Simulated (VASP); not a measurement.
# W2AuN3 (P4/mmm) in VASP: single point with PBE

Aim: the single point of W2AuN3 with PBE.

All numbers are computed with VASP 6.6.1; they aren't measurements. Logs are shortened: lines on timing, memory, paths and dates and some standing lists are left out, and cuts for length are marked.

## (1) The cell of the first run

It takes space group P4/mmm (No. 123, tetragonal). Conventional cell: a = 4.306 Å, b = 4.306 Å, c = 4.229 Å, α = 90.00°, β = 90.00°, γ = 90.00°. W (site symmetry mmm) has 4 N at 2.11 to 2.15 Å within 2.8 Å. Within 2.8 Å of Au (site symmetry 4/mmm) lie 6 N at 2.11 to 2.15 Å. Within 2.8 Å of N (site symmetry mmm) lie 2 W at 2.11 Å and 2 Au at 2.15 Å. Within 2.8 Å of N (site symmetry 4/mmm) lie 2 Au at 2.11 Å and 4 W at 2.15 Å.

## (2) Single point, PBE

Input file INCAR:

```
PREC = Accurate
ENCUT = 600
EDIFF = 1E-6
ISMEAR = 0
SIGMA = 0.15
LREAL = False
LASPH = True
NELM = 120
ALGO = Normal
ISIF = 2
LWAVE = False
LCHARG = False
GGA = PE
NBANDS = 36
GGA_COMPAT = False
```

Input file KPOINTS:

```
regular mesh
0
Gamma
  3 3 2
```

Input file POSCAR:

```
W2AuN3
1.0
    4.3057551290      0.0000000000      0.0000000000
    0.0000000000      4.3057551290      0.0000000000
    0.0000000000      0.0000000000      4.2286957780
W Au N
2 1 3
Direct
    0.0000000000      0.5000000000      0.0000000000
    0.5000000000      0.0000000000      0.0000000000
    0.0000000000      0.0000000000      0.5000000000
    0.0000000000      0.5000000000      0.5000000000
    0.5000000000      0.0000000000      0.5000000000
    0.0000000000      0.0000000000      0.0000000000
```

Potentials or basis: VASP PAW PBE potentials, release 64 (W_sv, Au, N).

Command:

```bash
$ cat potpaw_PBE.64/W_sv/POTCAR potpaw_PBE.64/Au/POTCAR potpaw_PBE.64/N/POTCAR > POTCAR
$ mpirun -np 1 vasp_std > vasp.out
```

OUTCAR:

```text
PREC = Accurate
   ENCUT = 600
   EDIFF = 1E-6
   ISMEAR = 0
   LREAL = False
   LASPH = True
   NELM = 120
   ISIF = 2
   GGA = PE

 ion  position               nearest neighbor table
   1  0.000  0.500  0.000-   4 2.11   4 2.11   6 2.15   6 2.15   3 3.02   3 3.02   3 3.02   3 3.02
                             2 3.04   2 3.04   2 3.04   2 3.04
   2  0.500  0.000  0.000-   5 2.11   5 2.11   6 2.15   6 2.15   3 3.02   3 3.02   3 3.02   3 3.02
                             1 3.04   1 3.04   1 3.04   1 3.04
   3  0.000  0.000  0.500-   6 2.11   6 2.11   4 2.15   5 2.15   4 2.15   5 2.15   2 3.02   2 3.02
                             1 3.02   1 3.02   1 3.02   2 3.02   1 3.02   2 3.02
   4  0.000  0.500  0.500-   1 2.11   1 2.11   3 2.15   3 2.15
   5  0.500  0.000  0.500-   2 2.11   2 2.11   3 2.15   3 2.15
   6  0.000  0.000  0.000-   3 2.11   3 2.11   1 2.15   2 2.15   1 2.15   2 2.15

  LATTYP: Found a simple tetragonal cell.
 ALAT       =     4.3057551290
 C/A-ratio  =     0.9821031738

  Lattice vectors:

 A1 = (   4.3057551290,   0.0000000000,   0.0000000000)
 A2 = (   0.0000000000,   4.3057551290,   0.0000000000)
 A3 = (   0.0000000000,   0.0000000000,   4.2286957780)

Analysis of symmetry for initial positions (statically):
=====================================================================
 Subroutine PRICEL returns:
 Original cell was already a primitive cell.

 Routine SETGRP: Setting up the symmetry group for a
 simple tetragonal supercell.

 Subroutine GETGRP returns: Found 16 space group operations
 (whereof 16 operations were pure point group operations)
 out of a pool of 16 trial point group operations.

The static configuration has the point symmetry D_4h.

Analysis of symmetry for dynamics (positions and initial velocities):
=====================================================================
 Subroutine PRICEL returns:
 Original cell was already a primitive cell.

 Routine SETGRP: Setting up the symmetry group for a
 simple tetragonal supercell.

 Subroutine GETGRP returns: Found 16 space group operations
 (whereof 16 operations were pure point group operations)
 out of a pool of 16 trial point group operations.

The dynamic configuration has the point symmetry D_4h.

 Subroutine INISYM returns: Found 16 space group operations
 (whereof 16 operations are pure point group operations),
 and found     1 'primitive' translations

----------------------------------------------------------------------------------------

                                     Primitive cell

  volume of cell :      78.3980

  direct lattice vectors                    reciprocal lattice vectors
     4.305755129  0.000000000  0.000000000     0.232247299  0.000000000  0.000000000
     0.000000000  4.305755129  0.000000000     0.000000000  0.232247299  0.000000000
     0.000000000  0.000000000  4.228695778     0.000000000  0.000000000  0.236479532

  length of vectors
     4.305755129  4.305755129  4.228695778     0.232247299  0.232247299  0.236479532

  position of ions in fractional coordinates (direct lattice)
     0.000000000  0.500000000  0.000000000
     0.500000000  0.000000000  0.000000000
     0.000000000  0.000000000  0.500000000
     0.000000000  0.500000000  0.500000000
     0.500000000  0.000000000  0.500000000
     0.000000000  0.000000000  0.000000000

  ion indices of the primitive-cell ions
   primitive index   ion index
                 1           1
                 2           2
                 3           3
                 4           4
                 5           5
                 6           6

----------------------------------------------------------------------------------------

 KPOINTS: regular mesh

Automatic generation of k-mesh.
 Grid dimensions read from file:
 generate k-points for:    3    3    2

 Generating k-lattice:

  Cartesian coordinates                     Fractional coordinates (reciprocal lattice)
     0.077415766  0.000000000  0.000000000     0.333333333  0.000000000  0.000000000
     0.000000000  0.077415766  0.000000000     0.000000000  0.333333333  0.000000000
     0.000000000  0.000000000  0.118239766     0.000000000  0.000000000  0.500000000

  Length of vectors
     0.077415766  0.077415766  0.118239766

  Shift w.r.t. Gamma in fractional coordinates (k-lattice)
     0.000000000  0.000000000  0.000000000

 Subroutine IBZKPT returns following result:
 ===========================================

 Found      6 irreducible k-points:

 Following reciprocal coordinates:
            Coordinates               Weight
  0.000000  0.000000  0.000000      1.000000
  0.333333  0.000000  0.000000      4.000000
  0.333333  0.333333  0.000000      4.000000
  0.000000  0.000000  0.500000      1.000000
  0.333333  0.000000  0.500000      4.000000
  0.333333  0.333333  0.500000      4.000000
   k-points           NKPTS =      6   k-points in BZ     NKDIM =      6   number of bands    NBANDS=     36
   number of dos      NEDOS =    301   number of ions     NIONS =      6
   total plane-waves  NPLWV =  46656
   dimension x,y,z NGX =    36 NGY =   36 NGZ =   36
   dimension x,y,z NGXF=    72 NGYF=   72 NGZF=   72
   ions per type =               2   1   3
   NGX,Y,Z   is equivalent  to a cutoff of  13.90, 13.90, 14.15 a.u.
   NGXF,Y,Z  is equivalent  to a cutoff of  27.80, 27.80, 28.31 a.u.
 SYSTEM =  unknown system
   PREC   = accura    normal or accurate (medium, high low for compatibility)
   ISTART =      0    job   : 0-new  1-cont  2-samecut
   ICHARG =      2    charge: 1-file 2-atom 10-const
   ISPIN  =      1    spin polarized calculation?
   LNONCOLLINEAR =      F non collinear calculations
   LSORBIT =      F    spin-orbit coupling
   LASPH  =      T    aspherical Exc in radial PAW
   ENCUT  =  600.0 eV  44.10 Ry    6.64 a.u.   8.60  8.60  8.45*2*pi/ulx,y,z
   NELM   =    120;   NELMIN=  2; NELMDL= -5     # of ELM steps
   EDIFF  = 0.1E-05   stopping-criterion for ELM
   LREAL  =      F    real-space projection
   EDIFFG = 0.1E-04   stopping-criterion for IOM
   NSW    =      0    number of steps for IOM
   IBRION =     -1    ionic relax: 0-MD 1-quasi-New 2-CG
   NFREE  =      0    steps in history (QN), initial steepest desc. (CG)
   ISIF   =      2    stress and relaxation
   ISYM   =      2    0-nonsym 1-usesym 2-fastsym
   POTIM  = 0.5000    time-step for ionic-motion
   TEBEG  =    0.0;   TEEND  =   0.0 temperature during run
   PSTRESS=    0.0 pullay stress
   NELECT =      54.0000    total number of electrons
   NUPDOWN=      -1.0000    fix difference up-down
   EMIN   =  10.00;   EMAX   =-10.00  energy-range for DOS
   EFERMI =   0.00;   METHOD = LEGACY
   ISMEAR =     0;   SIGMA  =   0.15  broadening in eV -4-tet -1-fermi 0-gaus
   EFERMI_NEDOS =   21; number of points for ismear=-14 and -15
   IALGO  =     38    algorithm
   IMIX   =      4    mixing-type and parameters
     AMIX     =   0.40;   BMIX     =  1.00
     AMIX_MAG =   1.60;   BMIX_MAG =  1.00
  volume/ion in A,a.u.               =      13.07        88.18
  Fermi-wavevector in a.u.,A,eV,Ry     =   1.445787  2.732142 28.440268  2.090301
  Thomas-Fermi vector in A             =   2.563930
   LORBIT       =      0    0 simple, 1 ext, 2 COOP (PROOUT), +10 PAW based schemes
   GGA     = PE    functional components
   LHFCALC =     F    Hartree Fock is set to
   AEXX    =    0.0000 exact exchange contribution
   IVDW    =     0    specifies the selected vdW correction
   LEPSILON=     F    determine dielectric tensor
   LRPA    =     F    only Hartree local field effects (RPA)
 non-spin polarized calculation
 Gauss-broadening in eV      SIGMA  =   0.15
  energy-cutoff  :      600.00
  volume of cell :       78.40
 maximum number of plane-waves:      2633
 NGX is ok and might be reduce to    36
   NGX = 17   NGY = 17   NGZ = 17

 number of electron      53.9999996 magnetization

 Free energy of the ion-electron system (eV)
  ---------------------------------------------------
  ext. energy  EPLUGINS =         0.00000000
  ---------------------------------------------------
  free energy    TOTEN  =       -47.72960965 eV

  energy without entropy =      -47.67830525  energy(sigma->0) =      -47.70395745

 E-fermi :   7.8948     XC(G=0): -12.1468

 val. band max:        7.8258365764   @ k =   0.3333   0.3333   0.0000
 cond. band min:       8.0175937867   @ k =   0.3333   0.3333   0.5000
 fundamental gap:      0.1917572103
 Fermi energy:         7.8948348748

 k-point     1 :       0.0000    0.0000    0.0000
  band No.  band energies     occupation
      1     -67.0259      2.00000
      2     -66.9967      2.00000
      3     -31.5022      2.00000
      4     -31.5022      2.00000
      5     -31.3399      2.00000
      6     -31.2795      2.00000
[... 28 lines left out ...]
     35      11.5079      0.00000
     36      11.6470      0.00000

 k-point     2 :       0.3333    0.0000    0.0000
  band No.  band energies     occupation
      1     -67.0186      2.00000
      2     -67.0040      2.00000
      3     -31.4977      2.00000
      4     -31.4849      2.00000
      5     -31.3249      2.00000
      6     -31.2946      2.00000
[... 28 lines left out ...]
     35      11.9343      0.00000
     36      13.0991      0.00000

 k-point     3 :       0.3333    0.3333    0.0000
  band No.  band energies     occupation
      1     -67.0149      2.00000
      2     -67.0076      2.00000
      3     -31.6499      2.00000
      4     -31.3323      2.00000
      5     -31.3173      2.00000
      6     -31.3022      2.00000
[... 28 lines left out ...]
     35      12.4629      0.00000
     36      13.9854      0.00000

 k-point     4 :       0.0000    0.0000    0.5000
  band No.  band energies     occupation
      1     -67.0258      2.00000
      2     -66.9966      2.00000
      3     -31.5023      2.00000
      4     -31.5023      2.00000
      5     -31.3577      2.00000
      6     -31.2939      2.00000
[... 28 lines left out ...]
     35      13.6484      0.00000
     36      13.7335      0.00000

 k-point     5 :       0.3333    0.0000    0.5000
  band No.  band energies     occupation
      1     -67.0184      2.00000
      2     -67.0039      2.00000
      3     -31.4956      2.00000
      4     -31.4850      2.00000
      5     -31.3408      2.00000
      6     -31.3088      2.00000
[... 28 lines left out ...]
     35      14.6975      0.00000
     36      15.0687      0.00000

 k-point     6 :       0.3333    0.3333    0.5000
  band No.  band energies     occupation
      1     -67.0148      2.00000
      2     -67.0075      2.00000
      3     -31.6465      2.00000
      4     -31.3317      2.00000
      5     -31.3316      2.00000
      6     -31.3157      2.00000
[... 28 lines left out ...]
     35      14.1105      0.00000
     36      14.8450      0.00000

------------------------ aborting loop because EDIFF is reached ----------------------------------------

  FORCE on cell =-STRESS in cart. coord.  units (eV):
  Direction    XX          YY          ZZ          XY          YZ          ZX
  --------------------------------------------------------------------------------------
  -------------------------------------------------------------------------------------
  Total        0.2431398      0.2431398      0.0429774      0.0000000     -0.0000000      0.0000000
  in kB        4.9689150      4.9689150      0.8783050      0.0000000     -0.0000000      0.0000000
  external PRESSURE =       3.6053783 kB  Pullay stress =       0.0000000 kB

 VOLUME and BASIS-vectors are now :
 -----------------------------------------------------------------------------
  energy-cutoff  :      600.00
  volume of cell :       78.40
      direct lattice vectors                 reciprocal lattice vectors
     4.305755129  0.000000000  0.000000000     0.232247299  0.000000000  0.000000000
     0.000000000  4.305755129  0.000000000     0.000000000  0.232247299  0.000000000
     0.000000000  0.000000000  4.228695778     0.000000000  0.000000000  0.236479532

 POSITION                                       TOTAL-FORCE (eV/Angst)
 -----------------------------------------------------------------------------------
      0.00000      2.15288      0.00000         0.000000      0.000000      0.000000
      2.15288      0.00000      0.00000         0.000000      0.000000      0.000000
      0.00000      0.00000      2.11435         0.000000      0.000000      0.000000
      0.00000      2.15288      2.11435         0.000000      0.000000      0.000000
      2.15288      0.00000      2.11435         0.000000      0.000000      0.000000
      0.00000      0.00000      0.00000         0.000000      0.000000      0.000000
 -----------------------------------------------------------------------------------
    total drift:                                0.000000      0.000000     -0.000000

  FREE ENERGIE OF THE ION-ELECTRON SYSTEM (eV)
  ---------------------------------------------------
  free  energy   TOTEN  =       -47.7296096533 eV

  energy  without entropy=      -47.6783052473  energy(sigma->0) =      -47.70395745
```

Wall time 48 s (1 thread of Intel Xeon 8259CL, shared host); peak memory 0.21 GiB.

Results:

| Property | Result |
| --- | --- |
| Free energy | -47.7296 eV |
| Pressure | 0.4 GPa |
| Band gap on the k mesh | zero (band 27 reaches 9.13 eV, above the bottom of band 28 at 7.69 eV) |

Levels at points of the mesh, in eV from the Fermi level:
```tsv
k point	band 25	band 26	band 27	band 28	band 29	band 30
(0.00, 0.00, 0.00)	-2.03	-1.11	-1.11	-0.21	-0.21	1.08
(0.00, 0.00, 0.50)	-2.42	-2.42	-0.57	1.34	1.41	1.41
```

Caveat: the k points lie up to 0.74 Å⁻¹ apart; spin-orbit coupling is left out, which moves the levels of the heavy elements.
